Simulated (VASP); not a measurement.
# Cu (I4/mmm) in VASP: notebook, part 2 of 2

VASP 6.6.1.

### Step 4. Single point, PBE

This run uses another cell than the first one, of the same volume but with other edges.

Input file INCAR:

```
SYSTEM = Cu
ALGO = Fast
EDIFF = 1E-6
ENCUT = 520
GGA = PE
ISIF = 2
ISMEAR = 0
LASPH = .True.
LCHARG = .True.
LELF = .True.
LREAL = .False.
LVHAR = .True.
LWAVE = .False.
NBANDS = 12
NELM = 100
PREC = Accurate
SIGMA = 0.15
```

Input file KPOINTS:

```
k-points
0
Gamma
  24 24 24
  0 0 0
```

Input file POSCAR:

```
Cu
1.0
    0.0000000000      1.7009226222      2.0411071466
    1.7009226222      0.0000000000      2.0411071466
    1.7009226222      1.7009226222      0.0000000000
Cu
1
Direct
    0.0000000000      0.0000000000      0.0000000000
```

Launch:

```sh
cat potpaw_PBE.64/Cu/POTCAR > POTCAR
mpirun -np 1 vasp_std > vasp.out
```

Run time: 1.7 min. Hardware: 1 thread of Intel Xeon Platinum 8375C at 2.90GHz (Ice Lake), shared host; peak memory 0.25 GiB.

The run converged. Its results:

```yaml
Free_energy: -3.6593 eV
Pressure: 4.6 GPa
```

Stress tensor (GPa, compression positive):
```
10.63  0.00  0.00
 0.00 10.63  0.00
 0.00  0.00 -7.47
```

Levels at points of the mesh, in eV from the Fermi level:
| k point | band 3 | band 4 | band 5 | band 6 | band 7 | band 8 | band 9 | band 10 |
| --- | --- | --- | --- | --- | --- | --- | --- | --- |
| (0.00, 0.00, 0.00) | -2.79 | -2.67 | -2.67 | -1.83 | 23.19 | 24.62 | 25.73 | 25.73 |
| (0.50, 0.00, 0.00) | -2.68 | -1.79 | -1.56 | -0.92 | 3.90 | 16.88 | 21.84 | 24.15 |
| (0.50, 0.50, 0.00) | -1.60 | -1.58 | -1.58 | -0.70 | 4.17 | 16.13 | 16.13 | 20.16 |
| (0.50, 0.00, 0.50) | -1.89 | -1.78 | -1.18 | 2.90 | 8.76 | 11.77 | 12.30 | 16.70 |

### Step 5. Single point, PBE

This run uses another cell than the first one, of the same volume but with other edges.

Input file INCAR:

```
ALGO = Fast ; EDIFF = 1E-6
ENCUT = 520 ; GGA = PE
ISIF = 2 ; ISMEAR = 0
LASPH = T ; LCHARG = F
LREAL = F ; LWAVE = F
NBANDS = 12 ; NELM = 100
PREC = Accurate ; SIGMA = 0.15
```

Input file KPOINTS:

```
k-points
0
Gamma
  24 24 24
```

Input file POSCAR:

```
Cu
1.0
    0.0000000000      1.9635717341      1.5315859526
    1.9635717341      0.0000000000      1.5315859526
    1.9635717341      1.9635717341      0.0000000000
Cu
1
Direct
    0.0000000000      0.0000000000      0.0000000000
```

Launch:

```sh
cat potpaw_PBE.64/Cu/POTCAR > POTCAR
mpirun -np 1 vasp_std > vasp.out
```

Run time: 2.1 min. Hardware: 1 thread of Intel Xeon Platinum 8375C at 2.90GHz (Ice Lake), shared host; peak memory 0.26 GiB.

It converged, with:

| Property | Result |
| --- | --- |
| Free energy | -3.6954 eV |
| Pressure | 3.2 GPa |

Stress tensor (GPa, compression positive):
```
2.47 0.00 0.00
0.00 2.47 0.00
0.00 0.00 4.57
```

Levels at points of the mesh, in eV from the Fermi level:
```csv
k point,band 3,band 4,band 5,band 6,band 7,band 8,band 9,band 10
"(0.00, 0.00, 0.00)",-3.20,-2.86,-2.32,-1.97,23.83,25.30,25.30,27.02
"(0.50, 0.00, 0.00)",-2.39,-1.93,-1.42,-0.80,4.05,18.41,18.58,22.20
"(0.50, 0.50, 0.00)",-1.60,-1.51,-1.51,5.91,9.46,9.46,11.89,14.60
"(0.50, 0.00, 0.50)",-1.91,-1.87,-1.34,-0.08,5.06,15.84,15.93,19.94
```

### Step 6. Single point, PBE

This run uses another cell than the first one, of the same volume but with other edges.

Input file INCAR:

```
SYSTEM = Cu
ALGO = Fast ; EDIFF = 1E-6
ENCUT = 520 ; GGA = PE
ISIF = 2 ; ISMEAR = 0
LASPH = .True. ; LCHARG = .False.
LREAL = .False. ; LWAVE = .False.
NBANDS = 12 ; NELM = 60
PREC = Accurate ; SIGMA = 0.15
```

Input file KPOINTS:

```
k-points
0
Gamma
  24 24 24
  0 0 0
```

Input file POSCAR:

```
Cu
1.0
    0.0000000000      1.6561405412      2.1529827035
    1.6561405412      0.0000000000      2.1529827035
    1.6561405412      1.6561405412      0.0000000000
Cu
1
Direct
    0.0000000000      0.0000000000      0.0000000000
```

Potentials or basis: VASP PAW PBE potentials, release 64 (Cu).

Launch:

```sh
cat potpaw_PBE.64/Cu/POTCAR > POTCAR
mpirun -np 1 vasp_std > vasp.out
```

OUTCAR:

```text
SYSTEM = Cu
   EDIFF = 1E-6
   ENCUT = 520
   GGA = PE
   ISIF = 2
   ISMEAR = 0
   LASPH = .True.
   LREAL = .False.
   NELM = 60
   PREC = Accurate

 ion  position               nearest neighbor table
   1  0.000  0.000  0.000-

  LATTYP: Found a body centered tetragonal cell.
 ALAT       =     2.3421364146
 C/A-ratio  =     1.8384776310

  Lattice vectors:

 A1 = (  -1.6561405412,   0.0000000000,   2.1529827035)
[... 531 lines left out ...]
      2       3.9066      2.00000
      3       5.1067      2.00000
      4       5.7312      2.00000
      5       5.8182      2.00000
      6       6.3630      2.00000
      7      12.7900      0.00000
      8      22.2618      0.00000
      9      28.9128      0.00000
     10      32.9133      0.00000
     11      33.3537      0.00000
     12      38.3909      0.00000

 [... further k-points ...]
[... 5 lines left out ...]
  --------------------------------------------------------------------------------------
  -------------------------------------------------------------------------------------
  Total        1.3352516      1.3352516     -0.9343493      0.0000000     -0.0000000     -0.0000000
  in kB      181.1376659    181.1376659   -126.7520391      0.0000000     -0.0000000     -0.0000000
  external PRESSURE =      78.5077642 kB  Pullay stress =       0.0000000 kB

 VOLUME and BASIS-vectors are now :
 -----------------------------------------------------------------------------
  energy-cutoff  :      520.00
  volume of cell :       11.81
      direct lattice vectors                 reciprocal lattice vectors
     0.000000000  1.656140541  2.152982704    -0.301906745  0.301906745  0.232235958
     1.656140541  0.000000000  2.152982704     0.301906745 -0.301906745  0.232235958
     1.656140541  1.656140541  0.000000000     0.301906745  0.301906745 -0.232235958

 POSITION                                       TOTAL-FORCE (eV/Angst)
 -----------------------------------------------------------------------------------
      0.00000      0.00000      0.00000        -0.000000      0.000000      0.000000
 -----------------------------------------------------------------------------------
    total drift:                                0.000000     -0.000000      0.000000

  FREE ENERGIE OF THE ION-ELECTRON SYSTEM (eV)
  ---------------------------------------------------
  free  energy   TOTEN  =        -3.5639984580 eV

  energy  without entropy=       -3.5599808481  energy(sigma->0) =       -3.56198965
```

Wall time 1.7 min (1 thread of Intel Xeon Platinum 8375C at 2.90GHz (Ice Lake), shared host); peak memory 0.25 GiB.

Results:

```yaml
Free_energy: -3.5640 eV
Pressure: 7.9 GPa
```

Stress tensor (GPa, compression positive):
```
 18.11   0.00   0.00
  0.00  18.11   0.00
  0.00   0.00 -12.68
```

Levels at points of the mesh, in eV from the Fermi level:
```csv
k point,band 4,band 5,band 6,band 7,band 8,band 9
"(0.00, 0.00, 0.00)",-2.43,-2.43,-1.63,22.32,23.87,26.17
"(0.50, 0.00, 0.00)",-1.74,-1.53,-0.77,4.13,15.22,20.49
"(0.50, 0.50, 0.00)",-1.55,-1.48,-1.37,3.11,17.63,17.63
"(0.50, 0.00, 0.50)",-1.79,-0.96,3.64,9.58,11.44,12.31
```

### Step 7. Summary

```tsv
cell	further INCAR settings	gap on the mesh (eV)	pressure (GPa)
a = 2.789, b = 2.789, c = 2.277 Å, angles 65.9, 65.9, 48.2°, 1 atom	ALGO = Fast; EDIFF = 1e-07; NBANDS = 12	none	13.3
a = 2.504, b = 2.504, c = 2.698 Å, angles 57.4, 57.4, 65.2°, 1 atom	ALGO = Fast; EDIFF = 1e-06; NBANDS = 12	none	2.9
a = 2.657, b = 2.657, c = 2.405 Å, angles 63.1, 63.1, 53.8°, 1 atom	ALGO = Fast; EDIFF = 1e-06; NBANDS = 12	none	4.6
a = 2.490, b = 2.490, c = 2.777 Å, angles 56.1, 56.1, 67.8°, 1 atom	ALGO = Fast; EDIFF = 1e-06; NBANDS = 12	none	3.2
a = 2.716, b = 2.716, c = 2.342 Å, angles 64.5, 64.5, 51.1°, 1 atom	ALGO = Fast; EDIFF = 1e-06; NBANDS = 12	none	7.9
```

Alike in all rows: task single point; level PBE; potentials or basis VASP PAW PBE potentials, release 64 (Cu); no spin polarisation; k mesh 24 × 24 × 24; cutoff (eV) 520; smearing gaussian 0.15 eV.

Total energies depend on the potentials used, so only differences within one code and one set of settings carry meaning.
